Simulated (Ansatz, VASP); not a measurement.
# K3HF4 in VASP and in Ansatz

The input INCAR:

```
ALGO = Normal ; EDIFF = 1E-6
EDIFFG = -0.025 ; ENCUT = 600
GGA = PE ; IBRION = 2
ISIF = 3 ; ISMEAR = 0
LASPH = True ; LCHARG = False
LREAL = False ; LWAVE = False
NELM = 100 ; NSW = 80
PREC = Accurate ; SIGMA = 0.1
```

KPOINTS

```
k-points
0
Gamma
  4 4 1
```

File POSCAR:

```
K3HF4
1.0
    3.4258831568      0.0326850637     -0.0432191744
    0.0340474329      3.5713303393     -0.0074630335
   -0.1442894854     -0.0239187550     11.5164204803
K H F
3 1 4
Direct
   -0.0128968219     -0.0033633468      0.7021755795
    0.0032492932     -0.0294515103      0.3041071020
    0.0054391648      0.5053484338     -0.0023573204
    0.5314852615      0.4655462845      0.4900723100
    0.5033277072      0.0411675164      0.1282185101
    0.5292286229      0.4917027825      0.4041765842
    0.4846437991      0.0059995476      0.8644424187
    0.4555229732      0.5230502922      0.6091648160
```

Input for Ansatz:

```yaml
crystal:
  lattice:
    - [3.4258831568, 0.0326850637, -0.0432191744]
    - [0.0340474329, 3.5713303393, -0.0074630335]
    - [-0.1442894854, -0.023918755, 11.5164204803]
  atoms:
    - { symbol: K, position: [-0.0128968219, -0.0033633468, 0.7021755795] }
    - { symbol: K, position: [0.0032492932, -0.0294515103, 0.304107102] }
    - { symbol: K, position: [0.0054391648, 0.5053484338, -0.0023573204] }
    - { symbol: H, position: [0.5314852615, 0.4655462845, 0.49007231] }
    - { symbol: F, position: [0.5033277072, 0.0411675164, 0.1282185101] }
    - { symbol: F, position: [0.5292286229, 0.4917027825, 0.4041765842] }
    - { symbol: F, position: [0.4846437991, 0.0059995476, 0.8644424187] }
    - { symbol: F, position: [0.4555229732, 0.5230502922, 0.609164816] }
basis:
  ecutwfc: 420
kpoints:
  mp_grid: { grid: [4, 4, 1] }
hamiltonian:
  xc: pbe
scf:
  occupations: { method: gaussian, width: 0.1 }
  lower_state_search: "off"
output:
  forces: true
  stress: true
  eigenvalues: true
relax:
  adjacent_minimum: "off"
  f_tol: 0.025
  max_steps: 60
  cell: { stress_tol: 0.25 }
```

Change from the starting cell: cell x1, atoms moved at random (sigma 0.1 Å) and cell strained at random (1.5 %), then relaxed without symmetry.

Alike in both runs: task relaxation of cell and atoms; functional PBE; k mesh 4 × 4 × 1; occupations gaussian, width 0.1 eV; no spin polarisation.

|  | VASP | Ansatz |
| --- | --- | --- |
| version | VASP 6.6.1 | Ansatz 0.2.0 |
| potentials or method | VASP PAW PBE potentials, release 64 (K_sv, H, F), cutoff 600 eV | scalar-relativistic, plane waves, PAW |
| valence electrons in the cell | 56 | 56 |

```tsv
	VASP	Ansatz	Ansatz less VASP
gap on the k mesh at the Fermi level, each at its own relaxed structure (eV)	4.89	5.42	+0.525
relaxed volume (Å³/atom)	17.71	17.65	-0.056
relaxed cell length with the largest relative difference (Å)	3.444	3.410	-0.0334
```

One of these differences is far larger than is usual between the two programs; its cause wasn't traced.

The k mesh is coarse, so the values compare programs but aren't converged.
